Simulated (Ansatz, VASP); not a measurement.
Two plane-wave programs on Lu2Si2O

```
Lu Si O
1.0
     3.04199    0.00000    0.00000
     0.00000    3.04199    0.00000
     0.00000    0.00000    9.08177
Lu Si O
2 2 1
Cartesian
  1.5210 1.5210 1.5458
  1.5210 1.5210 7.5360
  0.0000 0.0000 3.3908
  0.0000 0.0000 5.6910
  0.0000 0.0000 0.0000
```

Alike in both runs: functional PBE; k mesh 4 × 4 × 4; occupations gaussian, width 0.1 eV; no spin polarisation.

Ansatz relaxed the structure, and its values are those at the end. VASP's run is a single point on that final structure, the one shown.

|  | VASP | Ansatz |
| --- | --- | --- |
| version | VASP 6.6.1 | Ansatz 0.2.0 |
| potentials or method | VASP PAW PBE potentials, release 64 (Lu, Si, O), cutoff 520 eV | scalar-relativistic, plane waves, PAW |
| valence electrons in the cell | 64 | 64 |

Ansatz gave:

```
gap on the k mesh at the Fermi level (eV) : none
pressure (GPa)                            : 0.0
rms of the force components (eV/Å)        : 0.002
```

Q: Which values does VASP return?

A: gap on the k mesh at the Fermi level (eV): none; pressure (GPa): 0.3; rms of the force components (eV/Å): 0.014.

A gap of «none» marks a metal or a gap that the smearing closes.

The k mesh is coarse, so the values compare programs but aren't converged. Neither program's run includes spin-orbit coupling.
